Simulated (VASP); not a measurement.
# GaP (F-43m) in VASP: a series of runs

Runs on GaP. Level: r2SCAN. Tasks: single point.

Everything below comes from runs of VASP 6.6.1. Logs are shortened: lines on timing, memory, paths and dates and some standing lists are left out, and cuts for length are marked.

## 1. The cell of the first run

Symmetry: F-43m, No. 216, cubic system. The conventional cell has a = 5.222 Å, b = 5.222 Å, c = 5.222 Å, α = 90.00°, β = 90.00°, γ = 90.00°. Ga (site symmetry -43m) has 4 P at 2.26 Å within 3.0 Å. Within 3.0 Å of P (site symmetry -43m) lie 4 Ga at 2.26 Å.

## 2. Single point, r2SCAN

Contents of POSCAR:

```
GaP
1.0
    2.6107979180      2.6107979180      0.0000000000
   -2.6107979180      2.6107979180      0.0000000000
    0.0000000000      2.6107979180      2.6107979180
Ga P
1 1
Direct
    0.0000000000      0.0000000000      0.0000000000
    0.7500000000      0.2500000000      0.5000000000
```

Contents of INCAR.step1:

```
  PREC = Accurate
  ENCUT = 520
  ISMEAR = 0
  SIGMA = 0.01
  LREAL = F
  LASPH = T
  NELM = 80
  NBANDS = 16
  GGA = PE
  ALGO = Normal
  EDIFF = 1E-4
  LWAVE = T
  LCHARG = F
```

Contents of INCAR.step2:

```
  PREC = Accurate
  ENCUT = 520
  EDIFF = 1E-7
  ISMEAR = 0
  SIGMA = 0.01
  LREAL = F
  LASPH = T
  NELM = 80
  ALGO = Normal
  ISIF = 2
  LWAVE = F
  LCHARG = T
  METAGGA = R2SCAN
  LMIXTAU = T
  LELF = T
  LVHAR = T
  NBANDS = 16
  ISTART = 1
```

Contents of KPOINTS:

```
regular mesh
0
Gamma
  8 8 8
```

Potentials or basis: VASP PAW PBE potentials, release 64 (Ga_d, P).

Started as:

```
cat potpaw_PBE.64/Ga_d/POTCAR potpaw_PBE.64/P/POTCAR > POTCAR
cp INCAR.step1 INCAR
mpirun -np 1 vasp_std > vasp.out
cp INCAR.step2 INCAR
mpirun -np 1 vasp_std > vasp.out
```

OUTCAR:

```text
PREC = Accurate
   ENCUT = 520
   EDIFF = 1E-7
   ISMEAR = 0
   LREAL = F
   LASPH = T
   NELM = 80
   ISIF = 2
   METAGGA = R2SCAN
   ISTART = 1

 ion  position               nearest neighbor table
   1  0.000  0.000  0.000-   2 2.26   2 2.26   2 2.26   2 2.26
   2  0.750  0.250  0.500-   1 2.26   1 2.26   1 2.26   1 2.26

  LATTYP: Found a face centered cubic cell.
 ALAT       =     5.2215958360

  Lattice vectors:

 A1 = (   0.0000000000,   2.6107979180,   2.6107979180)
 A2 = (   2.6107979180,   0.0000000000,   2.6107979180)
 A3 = (   2.6107979180,   2.6107979180,   0.0000000000)

Analysis of symmetry for initial positions (statically):
=====================================================================
 Subroutine PRICEL returns:
 Original cell was already a primitive cell.

 Routine SETGRP: Setting up the symmetry group for a
 face centered cubic supercell.

 Subroutine GETGRP returns: Found 24 space group operations
 (whereof 24 operations were pure point group operations)
 out of a pool of 48 trial point group operations.

The static configuration has the point symmetry T_d .

Analysis of symmetry for dynamics (positions and initial velocities):
=====================================================================
 Subroutine PRICEL returns:
 Original cell was already a primitive cell.

 Routine SETGRP: Setting up the symmetry group for a
 face centered cubic supercell.

 Subroutine GETGRP returns: Found 24 space group operations
 (whereof 24 operations were pure point group operations)
 out of a pool of 48 trial point group operations.

The dynamic configuration has the point symmetry T_d .

 Subroutine INISYM returns: Found 24 space group operations
 (whereof 24 operations are pure point group operations),
 and found     1 'primitive' translations

----------------------------------------------------------------------------------------

                                     Primitive cell

  volume of cell :      35.5918

  direct lattice vectors                    reciprocal lattice vectors
     2.610797918  2.610797918  0.000000000     0.191512333  0.191512333 -0.191512333
    -2.610797918  2.610797918  0.000000000    -0.191512333  0.191512333 -0.191512333
     0.000000000  2.610797918  2.610797918     0.000000000  0.000000000  0.383024666

  length of vectors
     3.692225824  3.692225824  3.692225824     0.331709091  0.331709091  0.383024666

  position of ions in fractional coordinates (direct lattice)
     0.000000000  0.000000000  0.000000000
     0.750000000  0.250000000  0.500000000

  ion indices of the primitive-cell ions
   primitive index   ion index
                 1           1
                 2           2

----------------------------------------------------------------------------------------

 KPOINTS: regular mesh

Automatic generation of k-mesh.
 Grid dimensions read from file:
 generate k-points for:    8    8    8

 Generating k-lattice:

  Cartesian coordinates                     Fractional coordinates (reciprocal lattice)
     0.023939042  0.023939042 -0.023939042     0.125000000  0.000000000  0.000000000
    -0.023939042  0.023939042 -0.023939042     0.000000000  0.125000000  0.000000000
     0.000000000  0.000000000  0.047878083     0.000000000  0.000000000  0.125000000

  Length of vectors
     0.041463636  0.041463636  0.047878083

  Shift w.r.t. Gamma in fractional coordinates (k-lattice)
     0.000000000  0.000000000  0.000000000

 Subroutine IBZKPT returns following result:
 ===========================================

 Found     29 irreducible k-points:

 Following reciprocal coordinates:
            Coordinates               Weight
  0.000000  0.000000  0.000000      1.000000
  0.125000  0.000000  0.000000      8.000000
  0.250000  0.000000  0.000000      8.000000
  0.375000  0.000000  0.000000      8.000000
  0.500000  0.000000  0.000000      4.000000
  0.125000  0.125000  0.000000     12.000000
[... 16 lines left out ...]
  0.375000  0.250000  0.125000     48.000000
  0.500000  0.250000  0.125000     24.000000
 [... further k-points ...]
   k-points           NKPTS =     29   k-points in BZ     NKDIM =     29   number of bands    NBANDS=     16
   number of dos      NEDOS =    301   number of ions     NIONS =      2
   total plane-waves  NPLWV =  21952
   dimension x,y,z NGX =    28 NGY =   28 NGZ =   28
   dimension x,y,z NGXF=    56 NGYF=   56 NGZF=   56
   ions per type =               1   1
   NGX,Y,Z   is equivalent  to a cutoff of  12.61, 12.61, 12.61 a.u.
   NGXF,Y,Z  is equivalent  to a cutoff of  25.21, 25.21, 25.21 a.u.
 SYSTEM =  unknown system
   PREC   = accura    normal or accurate (medium, high low for compatibility)
   ISTART =      1    job   : 0-new  1-cont  2-samecut
   ICHARG =      0    charge: 1-file 2-atom 10-const
   ISPIN  =      1    spin polarized calculation?
   LNONCOLLINEAR =      F non collinear calculations
   LSORBIT =      F    spin-orbit coupling
   LASPH  =      T    aspherical Exc in radial PAW
   ENCUT  =  520.0 eV  38.22 Ry    6.18 a.u.   6.87  6.87  6.87*2*pi/ulx,y,z
   NELM   =     80;   NELMIN=  2; NELMDL=  0     # of ELM steps
   EDIFF  = 0.1E-06   stopping-criterion for ELM
   LREAL  =      F    real-space projection
   EDIFFG = 0.1E-05   stopping-criterion for IOM
   NSW    =      0    number of steps for IOM
   IBRION =     -1    ionic relax: 0-MD 1-quasi-New 2-CG
   NFREE  =      0    steps in history (QN), initial steepest desc. (CG)
   ISIF   =      2    stress and relaxation
   ISYM   =      2    0-nonsym 1-usesym 2-fastsym
   POTIM  = 0.5000    time-step for ionic-motion
   TEBEG  =    0.0;   TEEND  =   0.0 temperature during run
   PSTRESS=    0.0 pullay stress
   NELECT =      18.0000    total number of electrons
   NUPDOWN=      -1.0000    fix difference up-down
   EMIN   =  10.00;   EMAX   =-10.00  energy-range for DOS
   EFERMI =   0.00;   METHOD = LEGACY
   ISMEAR =     0;   SIGMA  =   0.01  broadening in eV -4-tet -1-fermi 0-gaus
   EFERMI_NEDOS =   21; number of points for ismear=-14 and -15
   IALGO  =     38    algorithm
   IMIX   =      4    mixing-type and parameters
     AMIX     =   0.40;   BMIX     =  1.00
     AMIX_MAG =   1.60;   BMIX_MAG =  1.00
  volume/ion in A,a.u.               =      17.80       120.09
  Fermi-wavevector in a.u.,A,eV,Ry     =   1.304315  2.464798 23.146735  1.701237
  Thomas-Fermi vector in A             =   2.435259
   LORBIT       =      0    0 simple, 1 ext, 2 COOP (PROOUT), +10 PAW based schemes
   METAGGA = R2SCAN    functional components
   LHFCALC =     F    Hartree Fock is set to
   AEXX    =    0.0000 exact exchange contribution
   IVDW    =     0    specifies the selected vdW correction
   LEPSILON=     F    determine dielectric tensor
   LRPA    =     F    only Hartree local field effects (RPA)
 non-spin polarized calculation
 Gauss-broadening in eV      SIGMA  =   0.01
  energy-cutoff  :      520.00
  volume of cell :       35.59
 maximum number of plane-waves:       982
   NGX = 13   NGY = 13   NGZ = 13

 number of electron      18.0000014 magnetization

 Free energy of the ion-electron system (eV)
  ---------------------------------------------------
  ext. energy  EPLUGINS =         0.00000000
  ---------------------------------------------------
  free energy    TOTEN  =       -21.25881524 eV

  energy without entropy =      -21.25881524  energy(sigma->0) =      -21.25881524

 E-fermi :   6.0205     XC(G=0): -11.1938

 val. band max:        5.8866844417   @ k =   0.0000   0.0000   0.0000
 cond. band min:       7.5008704127   @ k =   0.5000   0.5000   0.0000
 fundamental gap:      1.6141859711
 Fermi energy:         6.0204707940

 k-point     1 :       0.0000    0.0000    0.0000
  band No.  band energies     occupation
      1      -9.3917      2.00000
      2      -9.3917      2.00000
      3      -9.3917      2.00000
      4      -9.2291      2.00000
      5      -9.2291      2.00000
      6      -8.2207      2.00000
[... 8 lines left out ...]
     15      16.3109      0.00000
     16      16.3109      0.00000

 k-point     2 :       0.1250    0.0000    0.0000
  band No.  band energies     occupation
      1      -9.4253      2.00000
      2      -9.3841      2.00000
      3      -9.3841      2.00000
      4      -9.2292      2.00000
      5      -9.2292      2.00000
      6      -7.9618      2.00000
[... 8 lines left out ...]
     15      15.6123      0.00000
     16      16.9703      0.00000

 k-point     3 :       0.2500    0.0000    0.0000
  band No.  band energies     occupation
      1      -9.4851      2.00000
      2      -9.3679      2.00000
      3      -9.3679      2.00000
      4      -9.2272      2.00000
      5      -9.2272      2.00000
      6      -7.2457      2.00000
[... 8 lines left out ...]
     15      15.4515      0.00000
     16      16.8736      0.00000

 k-point     4 :       0.3750    0.0000    0.0000
  band No.  band energies     occupation
      1      -9.5304      2.00000
      2      -9.3555      2.00000
      3      -9.3555      2.00000
      4      -9.2212      2.00000
      5      -9.2212      2.00000
      6      -6.2352      2.00000
[... 8 lines left out ...]
     15      16.9149      0.00000
     16      17.2135      0.00000
[... 324 lines left out ...]
 k-point    22 :       0.2500    0.2500    0.1250
  band No.  band energies     occupation
      1      -9.5190      2.00000
      2      -9.3487      2.00000
      3      -9.3422      2.00000
      4      -9.2487      2.00000
      5      -9.2145      2.00000
      6      -6.6485      2.00000
[... 8 lines left out ...]
     15      18.2375      0.00000
     16      19.9897      0.00000

 k-point    23 :       0.3750    0.2500    0.1250
  band No.  band energies     occupation
      1      -9.5429      2.00000
      2      -9.3420      2.00000
      3      -9.3276      2.00000
      4      -9.2451      2.00000
      5      -9.2148      2.00000
      6      -5.6932      2.00000
[... 8 lines left out ...]
     15      18.8584      0.00000
     16      20.0578      0.00000

 k-point    24 :       0.5000    0.2500    0.1250
  band No.  band energies     occupation
      1      -9.5515      2.00000
      2      -9.3409      2.00000
      3      -9.3224      2.00000
      4      -9.2389      2.00000
      5      -9.2175      2.00000
      6      -5.0776      2.00000
[... 8 lines left out ...]
     15      19.0133      0.00000
     16      19.9663      0.00000

 [... further k-points ...]

------------------------ aborting loop because EDIFF is reached ----------------------------------------

  FORCE on cell =-STRESS in cart. coord.  units (eV):
  Direction    XX          YY          ZZ          XY          YZ          ZX
  --------------------------------------------------------------------------------------
  -------------------------------------------------------------------------------------
  Total        3.3289956      3.3289956      3.3289956     -0.0000000     -0.0000000      0.0000000
  in kB      149.8559661    149.8559661    149.8559661     -0.0000000     -0.0000000      0.0000000
  external PRESSURE =     149.8559661 kB  Pullay stress =       0.0000000 kB

 VOLUME and BASIS-vectors are now :
 -----------------------------------------------------------------------------
  energy-cutoff  :      520.00
  volume of cell :       35.59
      direct lattice vectors                 reciprocal lattice vectors
     2.610797918  2.610797918  0.000000000     0.191512333  0.191512333 -0.191512333
    -2.610797918  2.610797918  0.000000000    -0.191512333  0.191512333 -0.191512333
     0.000000000  2.610797918  2.610797918     0.000000000  0.000000000  0.383024666

 POSITION                                       TOTAL-FORCE (eV/Angst)
 -----------------------------------------------------------------------------------
      0.00000      0.00000      0.00000         0.000000      0.000000     -0.000000
      1.30540      3.91620      1.30540        -0.000000     -0.000000      0.000000
 -----------------------------------------------------------------------------------
    total drift:                               -0.000035      0.000000     -0.000000

  FREE ENERGIE OF THE ION-ELECTRON SYSTEM (eV)
  ---------------------------------------------------
  free  energy   TOTEN  =       -21.2588152374 eV

  energy  without entropy=      -21.2588152374  energy(sigma->0) =      -21.25881524
```

It took 2.2 min on 1 thread of Intel Xeon 8259CL, shared host; peak memory 0.17 GiB.

What came out:

| Item | Value |
| --- | --- |
| Free energy | -21.2588 eV |
| Pressure | 15.0 GPa |
| Band gap on the k mesh | 1.61 eV, indirect (least direct gap 3.50 eV) |

Caveat: the PAW data sets were made with another functional, which shifts forces and pressure a little. r2SCAN opens gaps a little over a GGA but as a rule still falls short of measured ones.

## 3. Single point, r2SCAN

This run uses another cell than the first one, of 18.45 Å³/atom, 1.037 times its volume.

Contents of POSCAR:

```
GaP
1.0
    2.6426048453      2.6426048453      0.0000000000
   -2.6426048453      2.6426048453      0.0000000000
    0.0000000000      2.6426048453      2.6426048453
Ga P
1 1
Direct
    0.0000000000      0.0000000000      0.0000000000
    0.7500000000      0.2500000000      0.5000000000
```

Contents of INCAR.step1:

```
SYSTEM = GaP
PREC = Accurate ; ENCUT = 520
ISMEAR = 0 ; SIGMA = 0.01
LREAL = .FALSE. ; LASPH = .TRUE.
NELM = 100 ; NBANDS = 16
GGA = PE ; ALGO = Normal
EDIFF = 1E-4 ; LWAVE = .TRUE.
LCHARG = .FALSE.
```

Contents of INCAR.step2:

```
SYSTEM = GaP
PREC = Accurate ; ENCUT = 520
EDIFF = 1E-6 ; ISMEAR = 0
SIGMA = 0.01 ; LREAL = .FALSE.
LASPH = .TRUE. ; NELM = 100
ALGO = Normal ; ISIF = 2
LWAVE = .FALSE. ; LCHARG = .FALSE.
METAGGA = R2SCAN ; LMIXTAU = .TRUE.
NBANDS = 16 ; ISTART = 1
```

Contents of KPOINTS:

```
Automatic mesh
0
G
  8 8 8
  0 0 0
```

Potentials or basis: VASP PAW PBE potentials, release 64 (Ga_d, P).

Started as:

```
cat potpaw_PBE.64/Ga_d/POTCAR potpaw_PBE.64/P/POTCAR > POTCAR
cp INCAR.step1 INCAR
mpirun -np 1 vasp_std > vasp.out
cp INCAR.step2 INCAR
mpirun -np 1 vasp_std > vasp.out
```

Wall time 99 s (1 thread of Intel Xeon 8259CL, shared host); peak memory 0.17 GiB.

The run converged. Its results:

```
Free energy            : -21.3608 eV
Pressure               : 9.9 GPa
Band gap on the k mesh : 1.71 eV, indirect (least direct gap 3.17 eV)
```

Levels at points of the mesh, in eV from the valence-band top:
| k point | band 6 | band 7 | band 8 | band 9 | band 10 | band 11 | band 12 | band 13 |
| --- | --- | --- | --- | --- | --- | --- | --- | --- |
| (0.00, 0.00, 0.00) | -13.78 | 0.00 | 0.00 | 0.00 | 3.17 | 4.14 | 4.14 | 4.14 |
| (0.50, 0.00, 0.00) | -11.28 | -7.43 | -1.32 | -1.32 | 2.34 | 5.01 | 5.01 | 9.01 |
| (0.50, 0.50, 0.00) | -10.22 | -7.44 | -3.15 | -3.15 | 1.71 | 1.99 | 12.07 | 12.07 |

Caveat: the PAW data sets were made with another functional, which shifts forces and pressure a little. A k mesh can miss the band edges.
